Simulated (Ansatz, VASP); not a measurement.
# One calculation of GeSb2Te4, two programs

The input INCAR:

```
  ALGO = Normal
  EDIFF = 1E-6
  ENCUT = 520
  GGA = PE
  ISIF = 2
  ISMEAR = 0
  LASPH = True
  LCHARG = False
  LREAL = False
  LWAVE = False
  NBANDS = 33
  NELM = 100
  PREC = Accurate
  SIGMA = 0.03
```

KPOINTS

```
k-points
0
Gamma
  9 9 3
```

The input POSCAR:

```
GeSb2Te4
1.0
   -4.2977010893      0.0000000000      0.0000000000
   -2.1488505447     -3.7219183212      0.0000000000
    0.4297701090      1.2406394404     14.1302728042
Ge Sb Te
1 2 4
Direct
    0.4883274815      0.5712625926      0.2073377777
    0.1173930427      0.4259347865      0.7713543595
    0.8030388341      0.9977058295      0.4866674886
    0.8283094258      0.8713528710      0.1076086130
   -0.2240097084      0.1329485421      0.8923956264
    0.4603908087      0.7109459565      0.6263878696
    0.1446103157      0.2898484217      0.3630952651
```

Input for Ansatz:

```yaml
crystal:
  lattice:
    - [-4.2977010893, 0.0, 0.0]
    - [-2.1488505447, -3.7219183212, 0.0]
    - [0.429770109, 1.2406394404, 14.1302728042]
  atoms:
    - { symbol: Ge, position: [0.4883274815, 0.5712625926, 0.2073377777] }
    - { symbol: Sb, position: [0.1173930427, 0.4259347865, 0.7713543595] }
    - { symbol: Sb, position: [0.8030388341, 0.9977058295, 0.4866674886] }
    - { symbol: Te, position: [0.8283094258, 0.871352871, 0.107608613] }
    - { symbol: Te, position: [-0.2240097084, 0.1329485421, 0.8923956264] }
    - { symbol: Te, position: [0.4603908087, 0.7109459565, 0.6263878696] }
    - { symbol: Te, position: [0.1446103157, 0.2898484217, 0.3630952651] }
basis:
  ecutwfc: 420
kpoints:
  mp_grid: { grid: [9, 9, 3] }
hamiltonian:
  xc: pbe
scf:
  occupations: { method: gaussian, width: 0.03 }
output:
  forces: true
  stress: true
  eigenvalues: true
```

Alike in both runs: task single point; functional PBE; k mesh 9 × 9 × 3; occupations gaussian, width 0.03 eV; no spin polarisation.

```csv
,VASP,Ansatz
version,VASP 6.6.1,Ansatz 0.2.0
potentials or method,"VASP PAW PBE potentials, release 64 (Ge_d, Sb, Te), cutoff 520 eV","scalar-relativistic, plane waves, PAW"
valence electrons in the cell,48,108
```

|  | VASP | Ansatz | Ansatz less VASP |
| --- | --- | --- | --- |
| gap on the k mesh at the Fermi level (eV) | 0.17 | 0.18 | +0.004 |
| least direct gap on the mesh (eV) | 0.29 | 0.30 | +0.006 |
| pressure (GPa) | 0.5 | 0.5 | +0.01 |
| traceless stress, the component that is largest in VASP (GPa) | 0.73 | 0.74 | +0.008 |
| rms of the force components (eV/Å) | 0.115 | 0.116 | +0.0018 |

Atom by atom the forces differ by 0.010 eV/Å (rms over components). The functional is the same, so the differences come from potentials, cutoffs and numerics. VASP's potentials hold 48 valence electrons a cell and Ansatz's 108, so a difference there can come from the potentials and not from the codes.

Neither program's run includes spin-orbit coupling.
